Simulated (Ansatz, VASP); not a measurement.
## NaBe4: VASP beside Ansatz

File INCAR:

```
PREC = Accurate
ENCUT = 600
EDIFF = 1E-7
ISMEAR = 0
SIGMA = 0.2
LREAL = False
LASPH = True
NELM = 80
ALGO = Fast
ISIF = 3
LWAVE = False
LCHARG = False
GGA = PE
IBRION = 2
NSW = 80
EDIFFG = -0.025
```

KPOINTS

```
regular mesh
0
Gamma
  6 6 4
```

The input POSCAR:

```
NaBe4
1.0
    0.0315179653      4.0084314029      0.0616013630
   -0.0099411764      0.0616013630      3.8871205784
    7.9082937907      0.0630359305     -0.0198823527
Na Be
2 8
Direct
    0.4249365160      0.5395071281      0.2426952207
    0.5131545528      0.4577022283      0.7657545014
    1.0263779588     -0.0320018256      0.2743797316
    1.0497732286      0.0683246743      0.7416784027
    0.5026117496     -0.0347617276      0.0047722193
    0.5500428653      0.0341771424      0.5097099906
    0.9665408719      0.4840711886     -0.0270248094
    0.9534564847      0.5145871165      0.4893092228
    0.9978353465      1.0002991016     -0.0062342435
    1.0152704258     -0.0319050265      0.5049597638
```

Input for Ansatz:

```yaml
crystal:
  lattice:
    - [0.0315179653, 4.0084314029, 0.061601363]
    - [-0.0099411764, 0.061601363, 3.8871205784]
    - [7.9082937907, 0.0630359305, -0.0198823527]
  atoms:
    - { symbol: Na, position: [0.424936516, 0.5395071281, 0.2426952207] }
    - { symbol: Na, position: [0.5131545528, 0.4577022283, 0.7657545014] }
    - { symbol: Be, position: [1.0263779588, -0.0320018256, 0.2743797316] }
    - { symbol: Be, position: [1.0497732286, 0.0683246743, 0.7416784027] }
    - { symbol: Be, position: [0.5026117496, -0.0347617276, 0.0047722193] }
    - { symbol: Be, position: [0.5500428653, 0.0341771424, 0.5097099906] }
    - { symbol: Be, position: [0.9665408719, 0.4840711886, -0.0270248094] }
    - { symbol: Be, position: [0.9534564847, 0.5145871165, 0.4893092228] }
    - { symbol: Be, position: [0.9978353465, 1.0002991016, -0.0062342435] }
    - { symbol: Be, position: [1.0152704258, -0.0319050265, 0.5049597638] }
basis:
  ecutwfc: 420
kpoints:
  mp_grid: { grid: [6, 6, 4] }
hamiltonian:
  xc: pbe
scf:
  occupations: { method: gaussian, width: 0.2 }
  lower_state_search: "off"
output:
  forces: true
  stress: true
  eigenvalues: true
relax:
  adjacent_minimum: "off"
  f_tol: 0.025
  max_steps: 60
  cell: { stress_tol: 0.25 }
```

Change from the starting cell: cell x2, atoms moved at random (sigma 0.15 Å) and cell strained at random (1.5 %), then relaxed without symmetry.

Alike in both runs: task relaxation of cell and atoms; functional PBE; k mesh 6 × 6 × 4; occupations gaussian, width 0.2 eV; no spin polarisation.

|  | VASP | Ansatz |
| --- | --- | --- |
| version | VASP 6.6.1 | Ansatz 0.2.0 |
| potentials or method | VASP PAW PBE potentials, release 64 (Na_pv, Be), cutoff 600 eV | scalar-relativistic, plane waves, PAW |
| valence electrons in the cell | 30 | 34 |

Ansatz gave:

| Quantity | Value |
| --- | --- |
| gap on the k mesh at the Fermi level, each at its own relaxed structure (eV) | none |
| relaxed volume (Å³/atom) | 12.67 |
| relaxed length of the cell vector where the two differ most in proportion (Å) | 4.272 |

Q: Estimate VASP's values.

A: gap on the k mesh at the Fermi level, each at its own relaxed structure (eV): none; relaxed volume (Å³/atom): 12.69; relaxed length of the cell vector where the two differ most in proportion (Å): 4.276.

A gap of «none» marks a metal or a gap that the smearing closes. VASP's potentials hold 30 valence electrons a cell and Ansatz's 34, so a difference there can come from the potentials and not from the codes.
